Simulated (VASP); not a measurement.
Input of a VASP 6.6.1 run:

File INCAR:

```
PREC = Accurate
ENCUT = 500
EDIFF = 1E-6
ISMEAR = 0
SIGMA = 0.1
LREAL = F
LASPH = T
NELM = 120
ALGO = Normal
ISIF = 2
LWAVE = F
LCHARG = F
GGA = PE
NBANDS = 8
GGA_COMPAT = F
```

Contents of KPOINTS:

```
Automatic mesh
0
Gamma
  6 6 6
```

The input POSCAR:

```
Sb
1.0
    0.0000000000      3.2719593850      3.2719593850
    3.2719593850      0.0000000000      3.2719593850
    3.2719593850      3.2719593850      0.0000000000
Sb
1
Direct
    0.0000000000      0.0000000000      0.0000000000
```

Potentials or basis: VASP PAW PBE potentials, release 64 (Sb).

Command:

```bash
$ cat potpaw_PBE.64/Sb/POTCAR > POTCAR
$ mpirun -np 1 vasp_std > vasp.out
```

(1) Predict the pressure.

Answers

(1) -5.8 GPa.
